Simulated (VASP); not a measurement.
Set up this calculation in VASP 6.6.1, as the native input.

```yaml
Task: single point
Functional: PBE
Potentials_or_basis: VASP PAW PBE potentials, release 64 (Hf_pv, Sn_d, Se)
Cutoff: 520 eV
k_mesh: 12 × 12 × 6
Occupations: gaussian, width 0.1 eV
Spin: no spin polarisation
Dipole_correction: no
Further_INCAR_settings: ALGO = Normal; EDIFF = 1e-07; NBANDS = 33
```

The structure of HfSnSe4 lies in POSCAR:

```
HfSnSe4
1.0
    4.9498880388      0.0000000000      0.0000000000
   -2.4749440194      4.2867287875      0.0000000000
    0.0000000000      0.0000000000      6.1977271088
Hf Sn Se
1 1 4
Direct
    0.0000000000      0.0000000000      0.0000000000
    0.0000000000      0.0000000000      0.5000000000
    0.3333333333      0.6666666667      0.7827158720
    0.3333333333      0.6666666667      0.2172841280
    0.6666666667      0.3333333333      0.7827158720
    0.6666666667      0.3333333333      0.2172841280
```

The input as run:

INCAR

```
SYSTEM = HfSnSe4
PREC = Accurate
ENCUT = 520
EDIFF = 1E-7
ISMEAR = 0
SIGMA = 0.1
LREAL = .FALSE.
LASPH = .TRUE.
NELM = 100
ALGO = Normal
ISIF = 2
LWAVE = .FALSE.
LCHARG = .FALSE.
GGA = PE
NBANDS = 33
```

KPOINTS

```
regular mesh
0
G
  12 12 6
  0 0 0
```

Potentials or basis: VASP PAW PBE potentials, release 64 (Hf_pv, Sn_d, Se).

Run with:

```console
$ cat potpaw_PBE.64/Hf_pv/POTCAR potpaw_PBE.64/Sn_d/POTCAR potpaw_PBE.64/Se/POTCAR > POTCAR
$ mpirun -np 1 vasp_std > vasp.out
```

It gave:

The pressure is -0.2 GPa. The largest force is 0.009 eV/Å. The band gap on the k mesh is zero (band 24 reaches 7.34 eV, above the bottom of band 25 at 4.68 eV).

Caveat: spin-orbit coupling is left out, which moves the levels of the heavy elements.

Run time: 3.7 min on 1 thread of AMD EPYC 9R45 96-Core Processor (Zen 5) (shared host), peak memory 0.44 GiB.
